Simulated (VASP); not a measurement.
The system is HfB2.

```xyz
3
Lattice="3.1400 0.0000 0.0000 -1.5700 2.7193 0.0000 0.0000 0.0000 3.4800" Properties=species:S:1:pos:R:3 pbc="T T T"
Hf    0.0303    0.0198    0.0371
B     1.5753    0.9937    1.7537
B     0.0147    1.8338    1.7580
```

This cell differs from its parent crystal: atoms moved at random.

| Item | Value |
| --- | --- |
| Program | VASP 6.6.1 |
| Task | relaxation of cell and atoms |
| Functional | PBEsol |
| Dispersion | D4 |
| Potentials or basis | VASP PAW PBE potentials, release 64 (Hf_pv, B) |
| Cutoff | 500 eV |
| k mesh | 10 × 10 × 8 |
| Occupations | gaussian, width 0.1 eV |
| Spin | no spin polarisation |

At the start: pressure -7.2 GPa; volume 9.90 Å³/atom.

Problem. How do energy, volume and symmetry change on relaxing?

Solution. Over 6 steps the energy falls by 21.7 meV/atom and the volume is 9.61 Å³/atom (-3.0 %); space group P6/mmm (No. 191, to 0.05 Å).

The path:
```csv
step,energy change (eV),largest force (eV/Å),pressure (GPa),volume (Å³)
1,0.0000,1.0987,-7.17,29.71
2,-0.0343,0.1827,10.01,27.85
3,-0.0579,0.3735,2.76,28.55
4,-0.0628,0.2249,-1.36,28.97
5,-0.0650,0.0454,0.06,28.81
6,-0.0651,0.0072,-0.06,28.83
```

Final structure:
```xyz
3
Lattice="3.1155 0.0000 -0.0001 -1.5577 2.6979 0.0001 -0.0001 0.0001 3.4296" Properties=species:S:1:pos:R:3 pbc="T T T"
Hf    0.0167    0.0422    0.0226
B     1.5743    0.9419    1.7370
B     0.0166    1.8409    1.7378
```

Caveat: the cell differs from its parent crystal (atoms moved at random); the PAW data sets were made with another functional, which shifts forces and pressure a little; pairwise dispersion overbinds metals, which lowers pressure and volume.
